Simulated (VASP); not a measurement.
Here is a VASP 6.6.1 calculation.

File INCAR:

```
ALGO = Normal
EDIFF = 1E-6
ENCUT = 520
GGA = PE
ISIF = 2
ISMEAR = -1
LASPH = T
LCHARG = F
LREAL = Auto
LUSENCCL = F
LWAVE = F
NBANDS = 218
NELM = 100
PREC = Accurate
SIGMA = 0.01
```

KPOINTS

```
k-points
0
Gamma
  3 3 3
```

POSCAR

```
Ti15CO32
1.0
   -4.5453495500      5.5196194400      4.9091968600
    4.5453495500     -5.5196194400      4.9091968600
    4.5453495500      5.5196194400     -4.9091968600
C Ti O
1 15 32
Direct
    0.7114954650      0.6250000000      0.5864954650
    0.2114954650      0.1250000000      0.5864954650
    0.2114954650      0.6250000000      0.0864954650
    0.7114954650      0.1250000000      0.0864954650
    0.5385045350      0.1250000000      0.4135045350
    0.0385045350      0.6250000000      0.4135045350
    0.0385045350      0.1250000000      0.9135045350
    0.5385045350      0.6250000000      0.9135045350
    0.2885045350      0.3750000000      0.4135045350
    0.7885045350      0.8750000000      0.4135045350
    0.7885045350      0.3750000000      0.9135045350
    0.2885045350      0.8750000000      0.9135045350
    0.4614954650      0.3750000000      0.0864954650
    0.9614954650      0.8750000000      0.0864954650
    0.9614954650      0.3750000000      0.5864954650
    0.4614954650      0.8750000000      0.5864954650
    0.3498131400      0.4049501500      0.6734123700
    0.8498131400      0.9049501500      0.6734123700
    0.8498131400      0.4049501500      0.1734123700
    0.3498131400      0.9049501500      0.1734123700
    0.9001868600      0.5735992300      0.5551370100
    0.4001868600      0.0735992300      0.5551370100
    0.4001868600      0.5735992300      0.0551370100
    0.9001868600      0.0735992300      0.0551370100
    0.7315377800      0.6764007700      0.8265876300
    0.2315377800      0.1764007700      0.8265876300
    0.2315377800      0.6764007700      0.3265876300
    0.7315377800      0.1764007700      0.3265876300
    0.5184622200      0.3450498500      0.4448629900
    0.0184622200      0.8450498500      0.4448629900
    0.0184622200      0.3450498500      0.9448629900
    0.5184622200      0.8450498500      0.9448629900
    0.4815377800      0.6549501500      0.5551370100
    0.9815377800      0.1549501500      0.5551370100
    0.9815377800      0.6549501500      0.0551370100
    0.4815377800      0.1549501500      0.0551370100
    0.2684622200      0.3235992300      0.1734123700
    0.7684622200      0.8235992300      0.1734123700
    0.7684622200      0.3235992300      0.6734123700
    0.2684622200      0.8235992300      0.6734123700
    0.0998131400      0.4264007700      0.4448629900
    0.5998131400      0.9264007700      0.4448629900
    0.5998131400      0.4264007700      0.9448629900
    0.0998131400      0.9264007700      0.9448629900
    0.6501868600      0.5950498500      0.3265876300
    0.1501868600      0.0950498500      0.3265876300
    0.1501868600      0.5950498500      0.8265876300
    0.6501868600      0.0950498500      0.8265876300
```

Potentials or basis: VASP PAW PBE potentials, release 64 (C, Ti_sv, O).

Command:

```bash
$ cat potpaw_PBE.64/C/POTCAR potpaw_PBE.64/Ti_sv/POTCAR potpaw_PBE.64/O/POTCAR > POTCAR
$ mpirun -np 1 vasp_std > vasp.out
```

(1) Estimate the band gap on the k mesh.

(2) What does it give for the pressure?

## Answers

(1) 0.59 eV.

(2) 1.5 GPa.
